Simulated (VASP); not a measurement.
# Si2Ni (v.b) (Fm-3m) in VASP: single point with PBE

Aim: the single point of Si2Ni (v.b) with PBE.

Everything below comes from runs of VASP 6.6.1. Logs are shortened: lines on timing, memory, paths and dates and some standing lists are left out, and cuts for length are marked.

## (1) The cell of the first run

Symmetry: Fm-3m, No. 225, cubic system. Conventional cell: a = 5.446 Å, b = 5.446 Å, c = 5.446 Å, α = 90.00°, β = 90.00°, γ = 90.00°. Ni (site symmetry m-3m) has 8 Si at 2.36 Å within 3.1 Å. Si (site symmetry -43m) has 4 Ni at 2.36 Å and 6 Si at 2.72 Å within 3.1 Å.

## (2) Single point, PBE

INCAR reads:

```
  ALGO = Normal
  EDIFF = 1E-6
  ENCUT = 600
  GGA = PE
  GGA_COMPAT = F
  ISIF = 2
  ISMEAR = 0
  LASPH = T
  LCHARG = F
  LREAL = F
  LWAVE = F
  NBANDS = 16
  NELM = 120
  PREC = Accurate
  SIGMA = 0.1
```

KPOINTS reads:

```
k-points
0
Gamma
  14 14 14
```

POSCAR reads:

```
Si2Ni
1.0
    0.0000000000      2.7232308639      2.7232308639
    2.7232308639      0.0000000000      2.7232308639
    2.7232308639      2.7232308639      0.0000000000
Ni Si
1 2
Direct
    0.0000000000      0.0000000000      0.0000000000
    0.2500000000      0.2500000000      0.2500000000
    0.7500000000      0.7500000000      0.7500000000
```

Potentials or basis: VASP PAW PBE potentials, release 64 (Ni, Si).

Started as:

```sh
cat potpaw_PBE.64/Ni/POTCAR potpaw_PBE.64/Si/POTCAR > POTCAR
mpirun -np 1 vasp_std > vasp.out
```

OUTCAR:

```text
EDIFF = 1E-6
   ENCUT = 600
   GGA = PE
   ISIF = 2
   ISMEAR = 0
   LASPH = T
   LREAL = F
   NELM = 120
   PREC = Accurate

 ion  position               nearest neighbor table
   1  0.000  0.000  0.000-   2 2.36   3 2.36   3 2.36   3 2.36   3 2.36   2 2.36   2 2.36   2 2.36

   2  0.250  0.250  0.250-   1 2.36   1 2.36   1 2.36   1 2.36   3 2.72   3 2.72   3 2.72   3 2.72
                             3 2.72   3 2.72
   3  0.750  0.750  0.750-   1 2.36   1 2.36   1 2.36   1 2.36   2 2.72   2 2.72   2 2.72   2 2.72
                             2 2.72   2 2.72

  LATTYP: Found a face centered cubic cell.
 ALAT       =     5.4464617278

  Lattice vectors:

 A1 = (   0.0000000000,   2.7232308639,   2.7232308639)
 A2 = (   2.7232308639,   0.0000000000,   2.7232308639)
 A3 = (   2.7232308639,   2.7232308639,   0.0000000000)

Analysis of symmetry for initial positions (statically):
=====================================================================
 Subroutine PRICEL returns:
 Original cell was already a primitive cell.

 Routine SETGRP: Setting up the symmetry group for a
 face centered cubic supercell.

 Subroutine GETGRP returns: Found 48 space group operations
 (whereof 48 operations were pure point group operations)
 out of a pool of 48 trial point group operations.

The static configuration has the point symmetry O_h .

Analysis of symmetry for dynamics (positions and initial velocities):
=====================================================================
 Subroutine PRICEL returns:
 Original cell was already a primitive cell.

 Routine SETGRP: Setting up the symmetry group for a
 face centered cubic supercell.

 Subroutine GETGRP returns: Found 48 space group operations
 (whereof 48 operations were pure point group operations)
 out of a pool of 48 trial point group operations.

The dynamic configuration has the point symmetry O_h .

 Subroutine INISYM returns: Found 48 space group operations
 (whereof 48 operations are pure point group operations),
 and found     1 'primitive' translations

----------------------------------------------------------------------------------------

                                     Primitive cell

  volume of cell :      40.3909

  direct lattice vectors                    reciprocal lattice vectors
     0.000000000  2.723230864  2.723230864    -0.183605440  0.183605440  0.183605440
     2.723230864  0.000000000  2.723230864     0.183605440 -0.183605440  0.183605440
     2.723230864  2.723230864  0.000000000     0.183605440  0.183605440 -0.183605440

  length of vectors
     3.851230021  3.851230021  3.851230021     0.318013950  0.318013950  0.318013950

  position of ions in fractional coordinates (direct lattice)
     0.000000000  0.000000000  0.000000000
     0.250000000  0.250000000  0.250000000
     0.750000000  0.750000000  0.750000000

  ion indices of the primitive-cell ions
   primitive index   ion index
                 1           1
                 2           2
                 3           3

----------------------------------------------------------------------------------------

 KPOINTS: k-points

Automatic generation of k-mesh.
 Grid dimensions read from file:
 generate k-points for:   14   14   14

 Generating k-lattice:

  Cartesian coordinates                     Fractional coordinates (reciprocal lattice)
    -0.013114674  0.013114674  0.013114674     0.071428571  0.000000000  0.000000000
     0.013114674 -0.013114674  0.013114674     0.000000000  0.071428571  0.000000000
     0.013114674  0.013114674 -0.013114674     0.000000000  0.000000000  0.071428571

  Length of vectors
     0.022715282  0.022715282  0.022715282

  Shift w.r.t. Gamma in fractional coordinates (k-lattice)
     0.000000000  0.000000000  0.000000000

 Subroutine IBZKPT returns following result:
 ===========================================

 Found    104 irreducible k-points:

 Following reciprocal coordinates:
            Coordinates               Weight
  0.000000  0.000000  0.000000      1.000000
  0.071429  0.000000  0.000000      8.000000
  0.142857  0.000000  0.000000      8.000000
  0.214286  0.000000  0.000000      8.000000
  0.285714  0.000000  0.000000      8.000000
  0.357143  0.000000  0.000000      8.000000
[... 16 lines left out ...]
  0.214286  0.142857  0.000000     24.000000
  0.285714  0.142857  0.000000     24.000000
 [... further k-points ...]
   k-points           NKPTS =    104   k-points in BZ     NKDIM =    104   number of bands    NBANDS=     16
   number of dos      NEDOS =    301   number of ions     NIONS =      3
   total plane-waves  NPLWV =  32768
   dimension x,y,z NGX =    32 NGY =   32 NGZ =   32
   dimension x,y,z NGXF=    64 NGYF=   64 NGZF=   64
   ions per type =               1   2
   NGX,Y,Z   is equivalent  to a cutoff of  13.81, 13.81, 13.81 a.u.
   NGXF,Y,Z  is equivalent  to a cutoff of  27.63, 27.63, 27.63 a.u.
 SYSTEM =  unknown system
   PREC   = accura    normal or accurate (medium, high low for compatibility)
   ISTART =      0    job   : 0-new  1-cont  2-samecut
   ICHARG =      2    charge: 1-file 2-atom 10-const
   ISPIN  =      1    spin polarized calculation?
   LNONCOLLINEAR =      F non collinear calculations
   LSORBIT =      F    spin-orbit coupling
   LASPH  =      T    aspherical Exc in radial PAW
   ENCUT  =  600.0 eV  44.10 Ry    6.64 a.u.   7.69  7.69  7.69*2*pi/ulx,y,z
   NELM   =    120;   NELMIN=  2; NELMDL= -5     # of ELM steps
   EDIFF  = 0.1E-05   stopping-criterion for ELM
   LREAL  =      F    real-space projection
   EDIFFG = 0.1E-04   stopping-criterion for IOM
   NSW    =      0    number of steps for IOM
   IBRION =     -1    ionic relax: 0-MD 1-quasi-New 2-CG
   NFREE  =      0    steps in history (QN), initial steepest desc. (CG)
   ISIF   =      2    stress and relaxation
   ISYM   =      2    0-nonsym 1-usesym 2-fastsym
   POTIM  = 0.5000    time-step for ionic-motion
   TEBEG  =    0.0;   TEEND  =   0.0 temperature during run
   PSTRESS=    0.0 pullay stress
   NELECT =      18.0000    total number of electrons
   NUPDOWN=      -1.0000    fix difference up-down
   EMIN   =  10.00;   EMAX   =-10.00  energy-range for DOS
   EFERMI =   0.00;   METHOD = LEGACY
   ISMEAR =     0;   SIGMA  =   0.10  broadening in eV -4-tet -1-fermi 0-gaus
   EFERMI_NEDOS =   21; number of points for ismear=-14 and -15
   IALGO  =     38    algorithm
   IMIX   =      4    mixing-type and parameters
     AMIX     =   0.40;   BMIX     =  1.00
     AMIX_MAG =   1.60;   BMIX_MAG =  1.00
  volume/ion in A,a.u.               =      13.46        90.86
  Fermi-wavevector in a.u.,A,eV,Ry     =   1.250464  2.363034 21.274890  1.563660
  Thomas-Fermi vector in A             =   2.384457
   LORBIT       =      0    0 simple, 1 ext, 2 COOP (PROOUT), +10 PAW based schemes
   GGA     = PE    functional components
   LHFCALC =     F    Hartree Fock is set to
   AEXX    =    0.0000 exact exchange contribution
   IVDW    =     0    specifies the selected vdW correction
   LEPSILON=     F    determine dielectric tensor
   LRPA    =     F    only Hartree local field effects (RPA)
 non-spin polarized calculation
 Gauss-broadening in eV      SIGMA  =   0.10
  energy-cutoff  :      600.00
  volume of cell :       40.39
 maximum number of plane-waves:      1369
   NGX = 15   NGY = 15   NGZ = 15

 number of electron      17.9999998 magnetization

 Free energy of the ion-electron system (eV)
  ---------------------------------------------------
  ext. energy  EPLUGINS =         0.00000000
  ---------------------------------------------------
  free energy    TOTEN  =       -17.37209415 eV

  energy without entropy =      -17.36803538  energy(sigma->0) =      -17.37006477

 E-fermi :  10.1410     XC(G=0): -11.4839

 val. band max:       10.0591790132   @ k =   0.4286   0.2857   0.0000
 cond. band min:      10.1607449028   @ k =  -0.4286   0.4286   0.0714
 fundamental gap:      0.1015658896
 Fermi energy:        10.1409713046

 k-point     1 :       0.0000    0.0000    0.0000
  band No.  band energies     occupation
      1      -3.5154      2.00000
      2       5.0724      2.00000
      3       5.0724      2.00000
      4       5.0724      2.00000
      5       6.7433      2.00000
      6       6.7433      2.00000
[... 8 lines left out ...]
     15      14.8025      0.00000
     16      14.8025      0.00000

 k-point     2 :       0.0714    0.0000    0.0000
  band No.  band energies     occupation
      1      -3.4410      2.00000
      2       4.9107      2.00000
      3       5.0963      2.00000
      4       5.0963      2.00000
      5       6.7291      2.00000
      6       6.7291      2.00000
[... 8 lines left out ...]
     15      14.5160      0.00000
     16      14.6727      0.00000

 k-point     3 :       0.1429    0.0000    0.0000
  band No.  band energies     occupation
      1      -3.2186      2.00000
      2       4.4552      2.00000
      3       5.1636      2.00000
      4       5.1636      2.00000
      5       6.6953      2.00000
      6       6.6953      2.00000
[... 8 lines left out ...]
     15      14.4050      0.00000
     16      14.7462      0.00000

 k-point     4 :       0.2143    0.0000    0.0000
  band No.  band energies     occupation
      1      -2.8511      2.00000
      2       3.7631      2.00000
      3       5.2603      2.00000
      4       5.2603      2.00000
      5       6.6667      2.00000
      6       6.6667      2.00000
[... 8 lines left out ...]
     15      15.0890      0.00000
     16      15.7117      0.00000

 k-point     5 :       0.2857    0.0000    0.0000
  band No.  band energies     occupation
      1      -2.3439      2.00000
      2       2.8961      2.00000
      3       5.3616      2.00000
      4       5.3616      2.00000
      5       6.6769      2.00000
      6       6.6769      2.00000
[... 8 lines left out ...]
     15      16.1026      0.00000
     16      16.7427      0.00000

 k-point     6 :       0.3571    0.0000    0.0000
  band No.  band energies     occupation
      1      -1.7062      2.00000
      2       1.9320      2.00000
      3       5.4397      2.00000
      4       5.4397      2.00000
      5       6.7497      2.00000
      6       6.7497      2.00000
[... 8 lines left out ...]
     15      17.2644      0.00000
     16      17.8563      0.00000

 k-point     7 :       0.4286    0.0000    0.0000
  band No.  band energies     occupation
      1      -0.9598      2.00000
      2       0.9598      2.00000
      3       5.4820      2.00000
      4       5.4820      2.00000
      5       6.6205      2.00000
      6       6.8612      2.00000
[... 8 lines left out ...]
     15      18.4827      0.00000
     16      19.0694      0.00000

 k-point     8 :       0.5000    0.0000    0.0000
  band No.  band energies     occupation
      1      -0.3309      2.00000
      2       0.2505      2.00000
      3       5.4942      2.00000
      4       5.4942      2.00000
      5       6.5282      2.00000
      6       6.9206      2.00000
[... 8 lines left out ...]
     15      19.2707      0.00000
     16      20.0291      0.00000

 k-point     9 :       0.0714    0.0714    0.0000
  band No.  band energies     occupation
      1      -3.4161      2.00000
      2       4.9104      2.00000
      3       5.0807      2.00000
      4       5.0807      2.00000
      5       6.6835      2.00000
      6       6.7619      2.00000
[... 8 lines left out ...]
     15      14.9378      0.00000
     16      14.9378      0.00000
[... 172 lines left out ...]
 k-point    19 :      -0.2143    0.0714    0.0000
  band No.  band energies     occupation
      1      -2.6323      2.00000
      2       3.4814      2.00000
      3       5.1611      2.00000
      4       5.3874      2.00000
      5       6.5384      2.00000
      6       6.7571      2.00000
[... 8 lines left out ...]
     15      15.3611      0.00000
     16      16.9305      0.00000

 k-point    20 :      -0.1429    0.0714    0.0000
  band No.  band energies     occupation
      1      -3.0465      2.00000
      2       4.1972      2.00000
      3       5.1044      2.00000
      4       5.2637      2.00000
      5       6.5948      2.00000
      6       6.7453      2.00000
[... 8 lines left out ...]
     15      14.7779      0.00000
     16      15.7904      0.00000

 k-point    21 :      -0.0714    0.0714    0.0000
  band No.  band energies     occupation
      1      -3.3172      2.00000
      2       4.6873      2.00000
      3       5.0804      2.00000
      4       5.1598      2.00000
      5       6.6686      2.00000
      6       6.7449      2.00000
[... 8 lines left out ...]
     15      14.2135      0.00000
     16      15.1144      0.00000

 k-point    22 :       0.1429    0.1429    0.0000
  band No.  band energies     occupation
      1      -3.1198      2.00000
      2       4.5100      2.00000
      3       5.1096      2.00000
      4       5.1096      2.00000
      5       6.4896      2.00000
      6       6.8142      2.00000
[... 8 lines left out ...]
     15      15.5226      0.00000
     16      15.5226      0.00000

 k-point    23 :       0.2143    0.1429    0.0000
  band No.  band energies     occupation
      1      -2.8502      2.00000
      2       4.1257      2.00000
      3       5.1514      2.00000
      4       5.1775      2.00000
      5       6.3460      2.00000
      6       6.8411      2.00000
[... 8 lines left out ...]
     15      16.2015      0.00000
     16      16.2917      0.00000

 k-point    24 :       0.2857    0.1429    0.0000
  band No.  band energies     occupation
      1      -2.4381      2.00000
      2       3.4960      2.00000
      3       5.2269      2.00000
      4       5.2726      2.00000
      5       6.2210      2.00000
      6       6.8687      2.00000
[... 8 lines left out ...]
     15      17.1655      0.00000
     16      17.3777      0.00000

 [... further k-points ...]
[... 5 lines left out ...]
  --------------------------------------------------------------------------------------
  -------------------------------------------------------------------------------------
  Total       -0.0339193     -0.0339193     -0.0339193      0.0000000      0.0000000      0.0000000
  in kB       -1.3454700     -1.3454700     -1.3454700      0.0000000      0.0000000      0.0000000
  external PRESSURE =      -1.3454700 kB  Pullay stress =       0.0000000 kB

 VOLUME and BASIS-vectors are now :
 -----------------------------------------------------------------------------
  energy-cutoff  :      600.00
  volume of cell :       40.39
      direct lattice vectors                 reciprocal lattice vectors
     0.000000000  2.723230864  2.723230864    -0.183605440  0.183605440  0.183605440
     2.723230864  0.000000000  2.723230864     0.183605440 -0.183605440  0.183605440
     2.723230864  2.723230864  0.000000000     0.183605440  0.183605440 -0.183605440

 POSITION                                       TOTAL-FORCE (eV/Angst)
 -----------------------------------------------------------------------------------
      0.00000      0.00000      0.00000        -0.000000     -0.000000      0.000000
      1.36162      1.36162      1.36162         0.000000      0.000000      0.000000
      4.08485      4.08485      4.08485        -0.000000     -0.000000     -0.000000
 -----------------------------------------------------------------------------------
    total drift:                                0.000000     -0.000000      0.000000

  FREE ENERGIE OF THE ION-ELECTRON SYSTEM (eV)
  ---------------------------------------------------
  free  energy   TOTEN  =       -17.3720941505 eV

  energy  without entropy=      -17.3680353847  energy(sigma->0) =      -17.37006477
```

It took 68 s on 1 thread of Intel Xeon 6975P-C, shared host; peak memory 0.23 GiB.

Results:

```
Free energy            : -17.3721 eV
Pressure               : -0.1 GPa
Band gap on the k mesh : zero (band 9 reaches 11.80 eV, above the bottom of band 10 at 9.66 eV)
```
